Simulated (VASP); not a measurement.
# Cs2Be3 (Pm-3m) in VASP: a series of runs

The runs below take Cs2Be3 through single point, relaxation of cell and atoms, with PBE.

All numbers are computed with VASP 6.6.1; they aren't measurements. Logs are shortened: lines on timing, memory, paths and dates and some standing lists are left out, and cuts for length are marked.

## 1. The cell of the first run

It takes space group Pm-3m (No. 221, cubic). Conventional cell: a = 6.322 Å, b = 6.322 Å, c = 6.322 Å, α = 90.00°, β = 90.00°, γ = 90.00°. Cs (site symmetry m-3m) has 6 Be at 3.16 Å within 4.2 Å. Within 5.9 Å of Cs (site symmetry m-3m) lie 12 Be at 4.47 Å and 8 Cs at 5.48 Å. Be (site symmetry 4/mmm) has 2 Cs at 3.16 Å within 4.2 Å.

The cell was built from a structure type or drawn by symmetry, and may not be a known phase.

## 2. Single point, PBE

File INCAR:

```
SYSTEM = Cs2Be3
ALGO = Fast
EDIFF = 1E-6
ENCUT = 520
GGA = PE
ISIF = 2
ISMEAR = 0
LASPH = .TRUE.
LCHARG = .TRUE.
LELF = .TRUE.
LREAL = .FALSE.
LVHAR = .TRUE.
LWAVE = .FALSE.
NBANDS = 20
NELM = 60
PREC = Accurate
SIGMA = 0.1
```

File KPOINTS:

```
k-points
0
G
  4 4 4
  0 0 0
```

File POSCAR:

```
Cs2Be3
1.0
    6.3221307339      0.0000000000      0.0000000000
    0.0000000000      6.3221307339      0.0000000000
    0.0000000000      0.0000000000      6.3221307339
Cs Be
2 3
Direct
    0.5000000000      0.5000000000      0.5000000000
    0.0000000000      0.0000000000      0.0000000000
    0.0000000000      0.5000000000      0.5000000000
    0.5000000000      0.0000000000      0.5000000000
    0.5000000000      0.5000000000      0.0000000000
```

Potentials or basis: VASP PAW PBE potentials, release 64 (Cs_sv, Be).

Command:

```bash
$ cat potpaw_PBE.64/Cs_sv/POTCAR potpaw_PBE.64/Be/POTCAR > POTCAR
$ mpirun -np 1 vasp_std > vasp.out
```

OUTCAR:

```text
SYSTEM = Cs2Be3
   EDIFF = 1E-6
   ENCUT = 520
   GGA = PE
   ISIF = 2
   ISMEAR = 0
   LASPH = .TRUE.
   LREAL = .FALSE.
   NELM = 60
   PREC = Accurate

 ion  position               nearest neighbor table
   1  0.500  0.500  0.500-
   2  0.000  0.000  0.000-
   3  0.000  0.500  0.500-
   4  0.500  0.000  0.500-
   5  0.500  0.500  0.000-

  LATTYP: Found a simple cubic cell.
 ALAT       =     6.3221307339

  Lattice vectors:

 A1 = (   6.3221307339,   0.0000000000,   0.0000000000)
 A2 = (   0.0000000000,   6.3221307339,   0.0000000000)
 A3 = (   0.0000000000,   0.0000000000,   6.3221307339)

Analysis of symmetry for initial positions (statically):
=====================================================================
 Subroutine PRICEL returns:
 Original cell was already a primitive cell.

 Routine SETGRP: Setting up the symmetry group for a
 simple cubic supercell.

 Subroutine GETGRP returns: Found 48 space group operations
 (whereof 48 operations were pure point group operations)
 out of a pool of 48 trial point group operations.

The static configuration has the point symmetry O_h .

Analysis of symmetry for dynamics (positions and initial velocities):
=====================================================================
 Subroutine PRICEL returns:
 Original cell was already a primitive cell.

 Routine SETGRP: Setting up the symmetry group for a
 simple cubic supercell.

 Subroutine GETGRP returns: Found 48 space group operations
 (whereof 48 operations were pure point group operations)
 out of a pool of 48 trial point group operations.

The dynamic configuration has the point symmetry O_h .

 Subroutine INISYM returns: Found 48 space group operations
 (whereof 48 operations are pure point group operations),
 and found     1 'primitive' translations

----------------------------------------------------------------------------------------

                                     Primitive cell

  volume of cell :     252.6914

  direct lattice vectors                    reciprocal lattice vectors
     6.322130734  0.000000000  0.000000000     0.158174521  0.000000000  0.000000000
     0.000000000  6.322130734  0.000000000     0.000000000  0.158174521  0.000000000
     0.000000000  0.000000000  6.322130734     0.000000000  0.000000000  0.158174521

  length of vectors
     6.322130734  6.322130734  6.322130734     0.158174521  0.158174521  0.158174521

  position of ions in fractional coordinates (direct lattice)
     0.500000000  0.500000000  0.500000000
     0.000000000  0.000000000  0.000000000
     0.000000000  0.500000000  0.500000000
     0.500000000  0.000000000  0.500000000
     0.500000000  0.500000000  0.000000000

  ion indices of the primitive-cell ions
   primitive index   ion index
                 1           1
                 2           2
                 3           3
                 4           4
                 5           5

----------------------------------------------------------------------------------------

 KPOINTS: k-points

Automatic generation of k-mesh.
 Grid dimensions read from file:
 generate k-points for:    4    4    4

 Generating k-lattice:

  Cartesian coordinates                     Fractional coordinates (reciprocal lattice)
     0.039543630  0.000000000  0.000000000     0.250000000  0.000000000  0.000000000
     0.000000000  0.039543630  0.000000000     0.000000000  0.250000000  0.000000000
     0.000000000  0.000000000  0.039543630     0.000000000  0.000000000  0.250000000

  Length of vectors
     0.039543630  0.039543630  0.039543630

  Shift w.r.t. Gamma in fractional coordinates (k-lattice)
     0.000000000  0.000000000  0.000000000

 Subroutine IBZKPT returns following result:
 ===========================================

 Found     10 irreducible k-points:

 Following reciprocal coordinates:
            Coordinates               Weight
  0.000000  0.000000  0.000000      1.000000
  0.250000  0.000000  0.000000      6.000000
  0.500000  0.000000  0.000000      3.000000
  0.250000  0.250000  0.000000     12.000000
  0.500000  0.250000  0.000000     12.000000
  0.500000  0.500000  0.000000      3.000000
  0.250000  0.250000  0.250000      8.000000
  0.500000  0.250000  0.250000     12.000000
  0.500000  0.500000  0.250000      6.000000
  0.500000  0.500000  0.500000      1.000000
   k-points           NKPTS =     10   k-points in BZ     NKDIM =     10   number of bands    NBANDS=     20
   number of dos      NEDOS =    301   number of ions     NIONS =      5
   total plane-waves  NPLWV = 110592
   dimension x,y,z NGX =    48 NGY =   48 NGZ =   48
   dimension x,y,z NGXF=    96 NGYF=   96 NGZF=   96
   ions per type =               2   3
   NGX,Y,Z   is equivalent  to a cutoff of  12.62, 12.62, 12.62 a.u.
   NGXF,Y,Z  is equivalent  to a cutoff of  25.24, 25.24, 25.24 a.u.
 SYSTEM =  Cs2Be3
   PREC   = accura    normal or accurate (medium, high low for compatibility)
   ISTART =      0    job   : 0-new  1-cont  2-samecut
   ICHARG =      2    charge: 1-file 2-atom 10-const
   ISPIN  =      1    spin polarized calculation?
   LNONCOLLINEAR =      F non collinear calculations
   LSORBIT =      F    spin-orbit coupling
   LASPH  =      T    aspherical Exc in radial PAW
   ENCUT  =  520.0 eV  38.22 Ry    6.18 a.u.  11.75 11.75 11.75*2*pi/ulx,y,z
   NELM   =     60;   NELMIN=  2; NELMDL= -5     # of ELM steps
   EDIFF  = 0.1E-05   stopping-criterion for ELM
   LREAL  =      F    real-space projection
   EDIFFG = 0.1E-04   stopping-criterion for IOM
   NSW    =      0    number of steps for IOM
   IBRION =     -1    ionic relax: 0-MD 1-quasi-New 2-CG
   NFREE  =      0    steps in history (QN), initial steepest desc. (CG)
   ISIF   =      2    stress and relaxation
   ISYM   =      2    0-nonsym 1-usesym 2-fastsym
   POTIM  = 0.5000    time-step for ionic-motion
   TEBEG  =    0.0;   TEEND  =   0.0 temperature during run
   PSTRESS=    0.0 pullay stress
   NELECT =      24.0000    total number of electrons
   NUPDOWN=      -1.0000    fix difference up-down
   EMIN   =  10.00;   EMAX   =-10.00  energy-range for DOS
   EFERMI =   0.00;   METHOD = LEGACY
   ISMEAR =     0;   SIGMA  =   0.10  broadening in eV -4-tet -1-fermi 0-gaus
   EFERMI_NEDOS =   21; number of points for ismear=-14 and -15
   IALGO  =     68    algorithm
   IMIX   =      4    mixing-type and parameters
     AMIX     =   0.40;   BMIX     =  1.00
     AMIX_MAG =   1.60;   BMIX_MAG =  1.00
  volume/ion in A,a.u.               =      50.54       341.05
  Fermi-wavevector in a.u.,A,eV,Ry     =   0.746933  1.411499  7.590816  0.557909
  Thomas-Fermi vector in A             =   1.842870
   LORBIT       =      0    0 simple, 1 ext, 2 COOP (PROOUT), +10 PAW based schemes
   GGA     = PE    functional components
   LHFCALC =     F    Hartree Fock is set to
   AEXX    =    0.0000 exact exchange contribution
   IVDW    =     0    specifies the selected vdW correction
   LEPSILON=     F    determine dielectric tensor
   LRPA    =     F    only Hartree local field effects (RPA)
 non-spin polarized calculation
 RMM-DIIS sequential band-by-band and
 Gauss-broadening in eV      SIGMA  =   0.10
  energy-cutoff  :      520.00
  volume of cell :      252.69
 maximum number of plane-waves:      6859
 NGX is ok and might be reduce to    48
   NGX = 23   NGY = 23   NGZ = 23

 number of electron      23.9999991 magnetization

 Free energy of the ion-electron system (eV)
  ---------------------------------------------------
  ext. energy  EPLUGINS =         0.00000000
  ---------------------------------------------------
  free energy    TOTEN  =        -3.78575891 eV

  energy without entropy =       -3.75274453  energy(sigma->0) =       -3.76925172

 E-fermi :   0.2319     XC(G=0):  -6.3865

 val. band max:        0.2024350490   @ k =   0.5000   0.2500   0.2500
 cond. band min:       0.2378270002   @ k =   0.2500   0.2500   0.0000
 fundamental gap:      0.0353919513
 Fermi energy:         0.2318989464

 k-point     1 :       0.0000    0.0000    0.0000
  band No.  band energies     occupation
      1     -22.4577      2.00000
      2     -22.3879      2.00000
      3      -9.4184      2.00000
      4      -9.4184      2.00000
      5      -9.4184      2.00000
      6      -9.2391      2.00000
[... 12 lines left out ...]
     19       3.1648      0.00000
     20       3.1683      0.00000

 k-point     2 :       0.2500    0.0000    0.0000
  band No.  band energies     occupation
      1     -22.4574      2.00000
      2     -22.3879      2.00000
      3      -9.4319      2.00000
      4      -9.4111      2.00000
      5      -9.4111      2.00000
      6      -9.2558      2.00000
[... 12 lines left out ...]
     19       3.0173      0.00000
     20       3.0193      0.00000

 k-point     3 :       0.5000    0.0000    0.0000
  band No.  band energies     occupation
      1     -22.4572      2.00000
      2     -22.3880      2.00000
      3      -9.4455      2.00000
      4      -9.4032      2.00000
      5      -9.4032      2.00000
      6      -9.2719      2.00000
[... 12 lines left out ...]
     19       2.9882      0.00000
     20       2.9886      0.00000

 k-point     4 :       0.2500    0.2500    0.0000
  band No.  band energies     occupation
      1     -22.4572      2.00000
      2     -22.3879      2.00000
      3      -9.4417      2.00000
      4      -9.4257      2.00000
      5      -9.4063      2.00000
      6      -9.2596      2.00000
[... 107 lines left out ...]
 k-point     9 :       0.5000    0.5000    0.2500
  band No.  band energies     occupation
      1     -22.4568      2.00000
      2     -22.3878      2.00000
      3      -9.4519      2.00000
      4      -9.4519      2.00000
      5      -9.4182      2.00000
      6      -9.2568      2.00000
[... 12 lines left out ...]
     19       2.3455      0.00000
     20       2.9089      0.00000

 k-point    10 :       0.5000    0.5000    0.5000
  band No.  band energies     occupation
      1     -22.4567      2.00000
      2     -22.3877      2.00000
      3      -9.4367      2.00000
      4      -9.4367      2.00000
      5      -9.4367      2.00000
      6      -9.2660      2.00000
[... 12 lines left out ...]
     19       2.9873      0.00000
     20       2.9904      0.00000

------------------------ aborting loop because EDIFF is reached ----------------------------------------

  FORCE on cell =-STRESS in cart. coord.  units (eV):
  Direction    XX          YY          ZZ          XY          YZ          ZX
  --------------------------------------------------------------------------------------
  -------------------------------------------------------------------------------------
  Total        0.3359888      0.3359888      0.3359888     -0.0000000      0.0000000     -0.0000000
  in kB        2.1303207      2.1303207      2.1303207     -0.0000000      0.0000000     -0.0000000
  external PRESSURE =       2.1303207 kB  Pullay stress =       0.0000000 kB

 VOLUME and BASIS-vectors are now :
 -----------------------------------------------------------------------------
  energy-cutoff  :      520.00
  volume of cell :      252.69
      direct lattice vectors                 reciprocal lattice vectors
     6.322130734  0.000000000  0.000000000     0.158174521  0.000000000  0.000000000
     0.000000000  6.322130734  0.000000000     0.000000000  0.158174521  0.000000000
     0.000000000  0.000000000  6.322130734     0.000000000  0.000000000  0.158174521

 POSITION                                       TOTAL-FORCE (eV/Angst)
 -----------------------------------------------------------------------------------
      3.16107      3.16107      3.16107         0.000000      0.000000      0.000000
      0.00000      0.00000      0.00000         0.000000      0.000000      0.000000
      0.00000      3.16107      3.16107         0.000000      0.000000      0.000000
      3.16107      0.00000      3.16107         0.000000      0.000000      0.000000
      3.16107      3.16107      0.00000         0.000000      0.000000      0.000000
 -----------------------------------------------------------------------------------
    total drift:                                0.000000     -0.000000     -0.000000

  FREE ENERGIE OF THE ION-ELECTRON SYSTEM (eV)
  ---------------------------------------------------
  free  energy   TOTEN  =        -3.7857589122 eV

  energy  without entropy=       -3.7527445252  energy(sigma->0) =       -3.76925172
```

Run time: 43 s. Hardware: 1 thread of Intel Xeon Platinum 8488C (Sapphire Rapids), shared host; peak memory 0.32 GiB.

Results:

```
Free energy            : -3.7858 eV
Pressure               : 0.2 GPa
Band gap on the k mesh : zero (bands 12 and 13 overlap by 1.14 eV)
```

Levels at points of the mesh, in eV from the Fermi level:
```
           k point  band 9  band 10  band 11  band 12  band 13  band 14  band 15  band 16
(0.00, 0.00, 0.00)   -3.55    -2.27    -2.27     0.84     0.84     0.84     1.74     1.74
(0.50, 0.00, 0.00)   -3.03    -2.18    -2.15     0.54     0.79     0.79     0.88     0.91
(0.50, 0.50, 0.00)   -2.69    -1.86    -1.86    -0.70     0.27     0.60     0.60     0.78
(0.50, 0.50, 0.50)   -1.83    -1.83    -1.83    -0.30    -0.30    -0.30    -0.10     0.81
```

Caveat: spin-orbit coupling is left out, which moves the levels of the heavy elements.

## 3. Relaxation of cell and atoms, PBE

This run uses another cell than the first one, of 27.18 Å³/atom.

File INCAR:

```
SYSTEM = Cs2Be3
ALGO = Fast
EDIFF = 1E-6
EDIFFG = -0.04
ENCUT = 600
GGA = PE
IBRION = 2
ISIF = 3
ISMEAR = 0
LASPH = .True.
LCHARG = .False.
LREAL = .False.
LWAVE = .False.
NELM = 100
NSW = 90
PREC = Accurate
SIGMA = 0.1
```

File KPOINTS:

```
k-points
0
Gamma
  4 4 4
  0 0 0
```

POSCAR: that of step 2 with these lines changed.

```diff
@@ -2,5 +2,5 @@
 1.0
-    6.3221307339      0.0000000000      0.0000000000
-    0.0000000000      6.3221307339      0.0000000000
-    0.0000000000      0.0000000000      6.3221307339
+    5.1411850800      0.0000000000      0.0000000000
+    0.0000000000      5.1411850800      0.0000000000
+    0.0000000000      0.0000000000      5.1411850800
 Cs Be
```

Potentials or basis: VASP PAW PBE potentials, release 64 (Cs_sv, Be).

Command:

```bash
$ cat potpaw_PBE.64/Cs_sv/POTCAR potpaw_PBE.64/Be/POTCAR > POTCAR
$ mpirun -np 1 vasp_std > vasp.out
```

Wall time 1.9 min (1 thread of Intel Xeon Platinum 8488C (Sapphire Rapids), shared host); peak memory 0.27 GiB.

It converged, with:

| Quantity | Value |
| --- | --- |
| Free energy | -3.7787 eV |
| Relaxed volume | 53.90 Å³/atom |
| Relaxed cell | a = 6.459 Å, b = 6.459 Å, c = 6.459 Å, α = 90.00°, β = 90.00°, γ = 90.00° |
| Space group after relaxing (to 0.1 Å) | Pm-3m (No. 221) |
| Energy gained by relaxing | 492.4 meV/atom |
| Ionic steps | 4 |
| Pressure after relaxing | -0.1 GPa |
| Band gap on the k mesh | zero (bands 12 and 13 overlap by 1.03 eV) |

The path:
```csv
step,energy change (eV),largest force (eV/Å),pressure (GPa),volume (Å³)
1,0.0000,0.0000,8.19,135.89
2,-1.3551,0.0000,5.47,165.11
3,-2.4547,0.0000,-0.20,277.21
4,-2.4622,0.0000,-0.11,269.49
```

Final structure:
```
Cs Be
1.0
     6.45924    0.00000    0.00000
     0.00000    6.45924    0.00000
     0.00000    0.00000    6.45924
Cs Be
2 3
Direct
  0.50000 0.50000 0.50000
  0.00000 0.00000 0.00000
  0.00000 0.50000 0.50000
  0.50000 0.00000 0.50000
  0.50000 0.50000 0.00000
```

Levels at points of the mesh, in eV from the Fermi level:
```csv
k point,band 8,band 9,band 10,band 11,band 12,band 13,band 14,band 15,band 16
"(0.00, 0.00, 0.00)",-9.61,-3.53,-2.32,-2.32,0.74,0.74,0.74,1.65,1.65
"(0.50, 0.00, 0.00)",-9.63,-3.06,-2.24,-2.24,0.49,0.77,0.77,0.85,0.89
"(0.50, 0.50, 0.00)",-9.61,-2.72,-2.00,-2.00,-0.66,0.20,0.60,0.60,0.75
"(0.50, 0.50, 0.50)",-9.64,-1.96,-1.96,-1.96,-0.29,-0.29,-0.29,0.77,0.77
```

Caveat: the volume moved by over 15 % at a fixed basis, so the end points are rough; spin-orbit coupling is left out, which moves the levels of the heavy elements.
